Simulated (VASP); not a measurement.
Set up this calculation in VASP 6.6.1, as the native input.

```
Task                   : single point
Functional             : PBEsol
Potentials or basis    : VASP PAW PBE potentials, release 64 (Cd_sv_GW, F)
Cutoff                 : 700 eV
k mesh                 : 9 × 9 × 2
Occupations            : fermi-dirac, width 0.03 eV
Spin                   : no spin polarisation
Dipole correction      : no
Further INCAR settings : ALGO = Normal; EDIFF = 1e-06; NBANDS = 43
```

The structure of CdF2 lies in POSCAR:

```
CdF2
1.0
    3.6204799439      0.0000000000      0.0000000000
   -1.8102399720      3.1354276053      0.0000000000
    0.0000000000      0.0000000000      7.0573086301
Cd F
2 4
Direct
    0.3333333333      0.6666666667      0.6148430155
    0.6666666667      0.3333333333      0.1148430155
    0.6666666667      0.3333333333      0.7556006794
    0.3333333333      0.6666666667      0.2556006794
    0.0000000000      0.0000000000      0.0045583051
    0.0000000000      0.0000000000      0.5045583051
```

The input as run:

INCAR

```
SYSTEM = CdF2
PREC = Accurate
ENCUT = 700
EDIFF = 1E-6
ISMEAR = -1
SIGMA = 0.03
LREAL = .False.
LASPH = .True.
NELM = 120
ALGO = Normal
ISIF = 2
LWAVE = .False.
LCHARG = .True.
GGA = PS
LELF = .True.
LVHAR = .True.
NBANDS = 43
GGA_COMPAT = .False.
```

KPOINTS

```
Automatic mesh
0
Gamma
  9 9 2
  0 0 0
```

Potentials or basis: VASP PAW PBE potentials, release 64 (Cd_sv_GW, F).

Run with:

```console
$ cat potpaw_PBE.64/Cd_sv_GW/POTCAR potpaw_PBE.64/F/POTCAR > POTCAR
$ mpirun -np 1 vasp_std > vasp.out
```

It gave:

The pressure is -0.3 GPa, the largest force is 0.005 eV/Å and the band gap on the k mesh is 2.76 eV (least direct gap 2.85 eV).

Caveat: the k points lie up to 0.45 Å⁻¹ apart; the PAW data sets were made with another functional, which shifts forces and pressure a little.

Run time: 73 s on 1 thread of Intel(R) Xeon(R) 6975P-C (Granite Rapids), with other jobs on the host, peak memory 0.31 GiB.
